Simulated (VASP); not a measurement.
Input of a VASP 6.6.1 run:

File INCAR:

```
ALGO     = Normal         # electronic algorithm
EDIFF    = 1E-6           # SCF threshold, eV
ENCUT    = 400            # plane-wave cutoff, eV
GGA      = PS             # functional
GGA_COMPAT= F            
ISIF     = 2              # what is computed and relaxed
ISMEAR   = -1             # smearing method
ISPIN    = 2              # spin polarisation
ISYM     = -1           
LASPH    = T              # aspherical terms in the spheres
LCHARG   = T              # write CHGCAR
LELF     = T              # ELF
LORBIT   = 11             # projections on sites
LREAL    = Auto         
LVHAR    = T            
LWAVE    = F              # write WAVECAR
MAGMOM   = 0.143 0.143 0.143 0.143 0 0.143 0 0.143 0 0 0 0 0 0 0.143 # initial moments
NBANDS   = 46             # bands
NELECT   = 55.0         
NELM     = 200            # most SCF steps
PREC     = Accurate       # precision mode
SIGMA    = 0.05           # smearing width, eV
```

Contents of KPOINTS:

```
explicit points
4
Reciprocal
  0.25000000   0.25000000   0.25000000 2
  0.25000000   0.25000000   0.75000000 2
  0.25000000   0.75000000   0.25000000 2
  0.25000000   0.75000000   0.75000000 2
```

POSCAR

```
Be8SbS6
1.0
    0.0000000000      4.8379960000      4.8379960000
    4.8379960000      0.0000000000      4.8379960000
    4.8379960000      4.8379960000      0.0000000000
Be S Sb
8 6 1
Direct
    0.9956230000      0.9943650000      0.0065820000
    0.5000340000      0.4959370000      0.5030620000
    0.9997410000      0.0144290000      0.5084830000
    0.4938770000      0.5040310000      0.0007210000
    0.9994250000      0.5018600000      0.0007300000
    0.5040390000      0.9885300000      0.5048520000
    0.5004740000      0.9899660000      0.0059770000
    0.0097830000      0.5083120000      0.4896630000
    0.1102170000      0.1284970000      0.1195130000
    0.6254880000      0.6268710000      0.1255940000
    0.1254130000      0.6241830000      0.1145560000
    0.6291560000      0.1230770000      0.6182280000
    0.6254120000      0.1322080000      0.1126600000
    0.1223310000      0.6262580000      0.6273920000
    0.6364210000      0.6264960000      0.6127300000
```

Potentials or basis: VASP PAW PBE potentials, release 64 (Be, S, Sb).

The run is started by

```sh
$ cat potpaw_PBE.64/Be/POTCAR potpaw_PBE.64/S/POTCAR potpaw_PBE.64/Sb/POTCAR > POTCAR
$ mpirun -np 1 vasp_std > vasp.out
```

(1) Estimate the largest force.

(2) What does it give for the net moment?

Answers

(1) 5.110 eV/Å.

(2) 0.00 μB per cell.

Caveat: the cell carries a net charge on a neutralising background, which shifts energy and pressure; the PAW data sets were made with another functional, which shifts forces and pressure a little.
